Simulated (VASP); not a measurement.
# YN (Fm-3m) in VASP: single point with PBEsol

Aim: the single point of YN with PBEsol.

All numbers are computed with VASP 6.6.1; they aren't measurements. Logs are shortened: lines on timing, memory, paths and dates and some standing lists are left out, and cuts for length are marked.

## 1. The cell of the first run

Symmetry: Fm-3m, No. 225, cubic system. Conventional cell: a = 4.856 Å, b = 4.856 Å, c = 4.856 Å, α = 90.00°, β = 90.00°, γ = 90.00°. Within 3.2 Å of Y (site symmetry m-3m) lie 6 N at 2.43 Å. Within 3.2 Å of N (site symmetry m-3m) lie 6 Y at 2.43 Å.

## 2. Single point, PBEsol

INCAR reads:

```
ALGO     = Normal         # electronic algorithm
EDIFF    = 1E-6           # SCF threshold, eV
ENCUT    = 600            # plane-wave cutoff, eV
GGA      = PS             # functional
GGA_COMPAT= F            
ISIF     = 2              # what is computed and relaxed
ISMEAR   = 0              # smearing method
LASPH    = T              # aspherical terms in the spheres
LCHARG   = F              # write CHGCAR
LREAL    = F              # projectors in reciprocal space
LWAVE    = F              # write WAVECAR
NBANDS   = 15             # bands
NELM     = 120            # most SCF steps
PREC     = Accurate       # precision mode
SIGMA    = 0.01           # smearing width, eV
```

KPOINTS reads:

```
k-points
0
Gamma
  12 12 12
```

POSCAR reads:

```
YN
1.0
    0.0000000000      2.4281497343      2.4281497343
    2.4281497343      0.0000000000      2.4281497343
    2.4281497343      2.4281497343      0.0000000000
Y N
1 1
Direct
    0.0000000000      0.0000000000      0.0000000000
    0.5000000000      0.5000000000      0.5000000000
```

Potentials or basis: VASP PAW PBE potentials, release 64 (Y_sv, N).

Command:

```sh
> cat potpaw_PBE.64/Y_sv/POTCAR potpaw_PBE.64/N/POTCAR > POTCAR
> mpirun -np 1 vasp_std > vasp.out
```

OUTCAR:

```text
EDIFF = 1E-6
   ENCUT = 600
   GGA = PS
   ISIF = 2
   ISMEAR = 0
   LASPH = T
   LREAL = F
   NELM = 120
   PREC = Accurate

 ion  position               nearest neighbor table
   1  0.000  0.000  0.000-   2 2.43   2 2.43   2 2.43   2 2.43   2 2.43   2 2.43
   2  0.500  0.500  0.500-   1 2.43   1 2.43   1 2.43   1 2.43   1 2.43   1 2.43

  LATTYP: Found a face centered cubic cell.
 ALAT       =     4.8562994686

  Lattice vectors:

 A1 = (   0.0000000000,   2.4281497343,   2.4281497343)
 A2 = (   2.4281497343,   0.0000000000,   2.4281497343)
 A3 = (   2.4281497343,   2.4281497343,   0.0000000000)

Analysis of symmetry for initial positions (statically):
=====================================================================
 Subroutine PRICEL returns:
 Original cell was already a primitive cell.

 Routine SETGRP: Setting up the symmetry group for a
 face centered cubic supercell.

 Subroutine GETGRP returns: Found 48 space group operations
 (whereof 48 operations were pure point group operations)
 out of a pool of 48 trial point group operations.

The static configuration has the point symmetry O_h .

Analysis of symmetry for dynamics (positions and initial velocities):
=====================================================================
 Subroutine PRICEL returns:
 Original cell was already a primitive cell.

 Routine SETGRP: Setting up the symmetry group for a
 face centered cubic supercell.

 Subroutine GETGRP returns: Found 48 space group operations
 (whereof 48 operations were pure point group operations)
 out of a pool of 48 trial point group operations.

The dynamic configuration has the point symmetry O_h .

 Subroutine INISYM returns: Found 48 space group operations
 (whereof 48 operations are pure point group operations),
 and found     1 'primitive' translations

----------------------------------------------------------------------------------------

                                     Primitive cell

  volume of cell :      28.6323

  direct lattice vectors                    reciprocal lattice vectors
     0.000000000  2.428149734  2.428149734    -0.205918108  0.205918108  0.205918108
     2.428149734  0.000000000  2.428149734     0.205918108 -0.205918108  0.205918108
     2.428149734  2.428149734  0.000000000     0.205918108  0.205918108 -0.205918108

  length of vectors
     3.433922286  3.433922286  3.433922286     0.356660626  0.356660626  0.356660626

  position of ions in fractional coordinates (direct lattice)
     0.000000000  0.000000000  0.000000000
     0.500000000  0.500000000  0.500000000

  ion indices of the primitive-cell ions
   primitive index   ion index
                 1           1
                 2           2

----------------------------------------------------------------------------------------

 KPOINTS: k-points

Automatic generation of k-mesh.
 Grid dimensions read from file:
 generate k-points for:   12   12   12

 Generating k-lattice:

  Cartesian coordinates                     Fractional coordinates (reciprocal lattice)
    -0.017159842  0.017159842  0.017159842     0.083333333  0.000000000  0.000000000
     0.017159842 -0.017159842  0.017159842     0.000000000  0.083333333  0.000000000
     0.017159842  0.017159842 -0.017159842     0.000000000  0.000000000  0.083333333

  Length of vectors
     0.029721719  0.029721719  0.029721719

  Shift w.r.t. Gamma in fractional coordinates (k-lattice)
     0.000000000  0.000000000  0.000000000

 Subroutine IBZKPT returns following result:
 ===========================================

 Found     72 irreducible k-points:

 Following reciprocal coordinates:
            Coordinates               Weight
  0.000000  0.000000  0.000000      1.000000
  0.083333  0.000000  0.000000      8.000000
  0.166667  0.000000  0.000000      8.000000
  0.250000  0.000000  0.000000      8.000000
  0.333333  0.000000  0.000000      8.000000
  0.416667  0.000000  0.000000      8.000000
[... 16 lines left out ...]
  0.500000  0.166667  0.000000     24.000000
 -0.416667  0.166667  0.000000     24.000000
 [... further k-points ...]
   k-points           NKPTS =     72   k-points in BZ     NKDIM =     72   number of bands    NBANDS=     15
   number of dos      NEDOS =    301   number of ions     NIONS =      2
   total plane-waves  NPLWV =  21952
   dimension x,y,z NGX =    28 NGY =   28 NGZ =   28
   dimension x,y,z NGXF=    56 NGYF=   56 NGZF=   56
   ions per type =               1   1
   NGX,Y,Z   is equivalent  to a cutoff of  13.56, 13.56, 13.56 a.u.
   NGXF,Y,Z  is equivalent  to a cutoff of  27.11, 27.11, 27.11 a.u.
 SYSTEM =  unknown system
   PREC   = accura    normal or accurate (medium, high low for compatibility)
   ISTART =      0    job   : 0-new  1-cont  2-samecut
   ICHARG =      2    charge: 1-file 2-atom 10-const
   ISPIN  =      1    spin polarized calculation?
   LNONCOLLINEAR =      F non collinear calculations
   LSORBIT =      F    spin-orbit coupling
   LASPH  =      T    aspherical Exc in radial PAW
   ENCUT  =  600.0 eV  44.10 Ry    6.64 a.u.   6.86  6.86  6.86*2*pi/ulx,y,z
   NELM   =    120;   NELMIN=  2; NELMDL= -5     # of ELM steps
   EDIFF  = 0.1E-05   stopping-criterion for ELM
   LREAL  =      F    real-space projection
   EDIFFG = 0.1E-04   stopping-criterion for IOM
   NSW    =      0    number of steps for IOM
   IBRION =     -1    ionic relax: 0-MD 1-quasi-New 2-CG
   NFREE  =      0    steps in history (QN), initial steepest desc. (CG)
   ISIF   =      2    stress and relaxation
   ISYM   =      2    0-nonsym 1-usesym 2-fastsym
   POTIM  = 0.5000    time-step for ionic-motion
   TEBEG  =    0.0;   TEEND  =   0.0 temperature during run
   PSTRESS=    0.0 pullay stress
   NELECT =      16.0000    total number of electrons
   NUPDOWN=      -1.0000    fix difference up-down
   EMIN   =  10.00;   EMAX   =-10.00  energy-range for DOS
   EFERMI =   0.00;   METHOD = LEGACY
   ISMEAR =     0;   SIGMA  =   0.01  broadening in eV -4-tet -1-fermi 0-gaus
   EFERMI_NEDOS =   21; number of points for ismear=-14 and -15
   IALGO  =     38    algorithm
   IMIX   =      4    mixing-type and parameters
     AMIX     =   0.40;   BMIX     =  1.00
     AMIX_MAG =   1.60;   BMIX_MAG =  1.00
  volume/ion in A,a.u.               =      14.32        96.61
  Fermi-wavevector in a.u.,A,eV,Ry     =   1.348433  2.548169 24.739085  1.818271
  Thomas-Fermi vector in A             =   2.476102
   LORBIT       =      0    0 simple, 1 ext, 2 COOP (PROOUT), +10 PAW based schemes
   GGA     = PS    functional components
   LHFCALC =     F    Hartree Fock is set to
   AEXX    =    0.0000 exact exchange contribution
   IVDW    =     0    specifies the selected vdW correction
   LEPSILON=     F    determine dielectric tensor
   LRPA    =     F    only Hartree local field effects (RPA)
 non-spin polarized calculation
 Gauss-broadening in eV      SIGMA  =   0.01
  energy-cutoff  :      600.00
  volume of cell :       28.63
 maximum number of plane-waves:       982
   NGX = 13   NGY = 13   NGZ = 13

 number of electron      16.0000001 magnetization

 Free energy of the ion-electron system (eV)
  ---------------------------------------------------
  ext. energy  EPLUGINS =         0.00000000
  ---------------------------------------------------
  free energy    TOTEN  =       -19.13300320 eV

  energy without entropy =      -19.13300320  energy(sigma->0) =      -19.13300320

 E-fermi :   4.1627     XC(G=0): -11.5440

 val. band max:        4.1266847545   @ k =   0.0000   0.0000   0.0000
 cond. band min:       4.1986762458   @ k =   0.5000   0.5000   0.0000
 fundamental gap:      0.0719914913
 Fermi energy:         4.1626648714

 k-point     1 :       0.0000    0.0000    0.0000
  band No.  band energies     occupation
      1     -36.4792      2.00000
      2     -16.1295      2.00000
      3     -16.1295      2.00000
      4     -16.1295      2.00000
      5      -8.7916      2.00000
      6       4.1267      2.00000
      7       4.1267      2.00000
      8       4.1267      2.00000
      9       7.2506      0.00000
     10       7.2506      0.00000
     11       7.2506      0.00000
     12       8.3850      0.00000
     13       9.3088      0.00000
     14       9.3088      0.00000
     15      14.8876      0.00000

 k-point     2 :       0.0833    0.0000    0.0000
  band No.  band energies     occupation
      1     -36.4704      2.00000
      2     -16.2270      2.00000
      3     -16.1357      2.00000
      4     -16.1357      2.00000
      5      -8.6583      2.00000
      6       3.6606      2.00000
      7       3.8719      2.00000
      8       3.8719      2.00000
      9       7.3093      0.00000
     10       7.4295      0.00000
     11       7.4295      0.00000
     12       8.8032      0.00000
     13       9.6810      0.00000
     14       9.6810      0.00000
     15      15.3631      0.00000

 k-point     3 :       0.1667    0.0000    0.0000
  band No.  band energies     occupation
      1     -36.4462      2.00000
      2     -16.4796      2.00000
      3     -16.1525      2.00000
      4     -16.1525      2.00000
      5      -8.3034      2.00000
      6       2.6763      2.00000
      7       3.3073      2.00000
      8       3.3073      2.00000
      9       7.4513      0.00000
     10       7.9146      0.00000
     11       7.9146      0.00000
     12       9.7660      0.00000
     13      10.6201      0.00000
     14      10.6201      0.00000
     15      16.5890      0.00000
[... 343 lines left out ...]
 k-point    23 :       0.5000    0.1667    0.0000
  band No.  band energies     occupation
      1     -36.3350      2.00000
      2     -17.2129      2.00000
      3     -16.3868      2.00000
      4     -16.2882      2.00000
      5      -7.2708      2.00000
      6       0.6303      2.00000
      7       2.0587      2.00000
      8       2.2280      2.00000
      9       8.0259      0.00000
     10      10.2639      0.00000
     11      10.9303      0.00000
     12      12.2958      0.00000
     13      13.6093      0.00000
     14      14.6783      0.00000
     15      17.0993      0.00000

 k-point    24 :      -0.4167    0.1667    0.0000
  band No.  band energies     occupation
      1     -36.3327      2.00000
      2     -17.2285      2.00000
      3     -16.4255      2.00000
      4     -16.2604      2.00000
      5      -7.1975      2.00000
      6       0.4963      2.00000
      7       2.0159      2.00000
      8       2.1508      2.00000
      9       9.0587      0.00000
     10       9.5452      0.00000
     11      10.4617      0.00000
     12      12.3691      0.00000
     13      14.4272      0.00000
     14      14.5914      0.00000
     15      17.1115      0.00000

 [... further k-points ...]

------------------------ aborting loop because EDIFF is reached ----------------------------------------

  FORCE on cell =-STRESS in cart. coord.  units (eV):
  Direction    XX          YY          ZZ          XY          YZ          ZX
  --------------------------------------------------------------------------------------
  -------------------------------------------------------------------------------------
  Total       -0.0394233     -0.0394233     -0.0394233      0.0000000      0.0000000      0.0000000
  in kB       -2.2060064     -2.2060064     -2.2060064      0.0000000      0.0000000      0.0000000
  external PRESSURE =      -2.2060064 kB  Pullay stress =       0.0000000 kB

 VOLUME and BASIS-vectors are now :
 -----------------------------------------------------------------------------
  energy-cutoff  :      600.00
  volume of cell :       28.63
      direct lattice vectors                 reciprocal lattice vectors
     0.000000000  2.428149734  2.428149734    -0.205918108  0.205918108  0.205918108
     2.428149734  0.000000000  2.428149734     0.205918108 -0.205918108  0.205918108
     2.428149734  2.428149734  0.000000000     0.205918108  0.205918108 -0.205918108

 POSITION                                       TOTAL-FORCE (eV/Angst)
 -----------------------------------------------------------------------------------
      0.00000      0.00000      0.00000         0.000000     -0.000000      0.000000
      2.42815      2.42815      2.42815        -0.000000      0.000000     -0.000000
 -----------------------------------------------------------------------------------
    total drift:                                0.000000      0.000000      0.000000

  FREE ENERGIE OF THE ION-ELECTRON SYSTEM (eV)
  ---------------------------------------------------
  free  energy   TOTEN  =       -19.1330031992 eV

  energy  without entropy=      -19.1330031991  energy(sigma->0) =      -19.13300320
```

Wall time 16 s (1 thread of Intel Xeon 6975P-C (Granite Rapids), shared host); peak memory 0.2 GiB.

Results:

```yaml
Free_energy: -19.1330 eV
Pressure: -0.2 GPa
Band_gap_on_the_k_mesh: 0.07 eV (least direct gap 0.45 eV)
```

Levels at points of the mesh, in eV from the valence-band top:
```tsv
k point	band 4	band 5	band 6	band 7	band 8	band 9	band 10	band 11	band 12	band 13
(0.00, 0.00, 0.00)	-20.26	-12.92	0.00	0.00	0.00	3.12	3.12	3.12	4.26	5.18
(0.50, 0.00, 0.00)	-20.35	-11.02	-4.20	-2.32	-2.32	5.79	6.49	6.49	6.76	10.44
(0.50, 0.50, 0.00)	-20.61	-12.48	-1.47	-0.37	-0.37	0.07	6.99	7.44	8.11	8.11
```

Caveat: the PAW data sets were made with another functional, which shifts forces and pressure a little. A k mesh can miss the band edges.
